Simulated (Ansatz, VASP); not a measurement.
Ag: VASP beside Ansatz

File INCAR:

```
ALGO = Fast ; EDIFF = 1E-6
ENCUT = 520 ; GGA = PE
ISIF = 2 ; ISMEAR = 0
LASPH = True ; LCHARG = False
LREAL = False ; LWAVE = False
NBANDS = 30 ; NELM = 100
PREC = Accurate ; SIGMA = 0.15
```

The input KPOINTS:

```
k-points
0
Gamma
  18 18 6
```

Contents of POSCAR:

```
Ag
1.0
    2.9808697485      0.0000000000      0.0000000000
   -1.4904348742      2.5815089276      0.0000000000
    0.0000000000      0.0000000000      9.8504172480
Ag
4
Direct
    0.3333333333      0.6666666667      0.2500000000
    0.6666666667      0.3333333333      0.7500000000
    0.0000000000      0.0000000000      0.0000000000
    0.0000000000      0.0000000000      0.5000000000
```

Input for Ansatz:

```yaml
crystal:
  lattice:
    - [2.9808697485, 0.0, 0.0]
    - [-1.4904348742, 2.5815089276, 0.0]
    - [0.0, 0.0, 9.850417248]
  atoms:
    - { symbol: Ag, position: [0.3333333333, 0.6666666667, 0.25] }
    - { symbol: Ag, position: [0.6666666667, 0.3333333333, 0.75] }
    - { symbol: Ag, position: [0.0, 0.0, 0.0] }
    - { symbol: Ag, position: [0.0, 0.0, 0.5] }
basis:
  ecutwfc: 420
kpoints:
  mp_grid: { grid: [18, 18, 6] }
hamiltonian:
  xc: pbe
scf:
  occupations: { method: gaussian, width: 0.15 }
output:
  forces: true
  stress: true
  eigenvalues: true
```

Change from the starting cell: strain +0.015 along x and y, +0.030 along z, atoms carried along.

Alike in both runs: task single point; functional PBE; k mesh 18 × 18 × 6; occupations gaussian, width 0.15 eV; no spin polarisation.

```csv
,VASP,Ansatz
version,VASP 6.6.1,Ansatz 0.2.0
potentials or method,"VASP PAW PBE potentials, release 64 (Ag), cutoff 520 eV","scalar-relativistic, plane waves, PAW"
valence electrons in the cell,44,76
```

|  | VASP | Ansatz | Ansatz less VASP |
| --- | --- | --- | --- |
| gap on the k mesh at the Fermi level (eV) | none | none | - |
| pressure (GPa) | -4.5 | -4.5 | +0.01 |
| traceless stress, the component that is largest in VASP (GPa) | -0.46 | -0.46 | -0.003 |

A gap of «none» marks a metal or a gap that the smearing closes. VASP's potentials hold 44 valence electrons a cell and Ansatz's 76, so a difference there can come from the potentials and not from the codes.
